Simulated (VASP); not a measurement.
Input of a VASP 6.6.1 run:

The input INCAR:

```
PREC = Accurate ; ENCUT = 520
EDIFF = 1E-6 ; ISMEAR = -1
SIGMA = 0.05 ; LREAL = F
LASPH = T ; NELM = 60
ALGO = Normal ; ISIF = 2
LWAVE = F ; LCHARG = F
GGA = PS ; NBANDS = 16
```

File KPOINTS:

```
Automatic mesh
0
Gamma
  8 8 8
```

File POSCAR:

```
Si
1.0
   -3.3254442900      3.3254442900      1.9223856600
    3.3254442900     -3.3254442900      1.9223856600
    3.3254442900      3.3254442900     -1.9223856600
Si
4
Direct
    0.8211989400      0.1788010600      0.0000000000
    0.1788010600      0.8211989400      0.0000000000
    0.8211989400      0.8211989400      0.6423978800
    0.1788010600      0.1788010600      0.3576021200
```

Potentials or basis: VASP PAW PBE potentials, release 64 (Si).

The run is started by

```bash
$ cat potpaw_PBE.64/Si/POTCAR > POTCAR
$ mpirun -np 1 vasp_std > vasp.out
```

Question: What does it give for the pressure?

Answer: -0.2 GPa.

Question: What does it give for the largest force?

Answer: 0.011 eV/Å.

Question: What does it give for the band gap on the k mesh?

Answer: 0.16 eV (least direct gap 0.28 eV).

Stress tensor (GPa, compression positive):
```
-0.20  0.00  0.00
 0.00 -0.20  0.00
 0.00  0.00 -0.30
```

Caveat: semilocal functionals underestimate gaps, and a narrow one can read as zero; the PAW data sets were made with another functional, which shifts forces and pressure a little. A k mesh can miss the band edges.
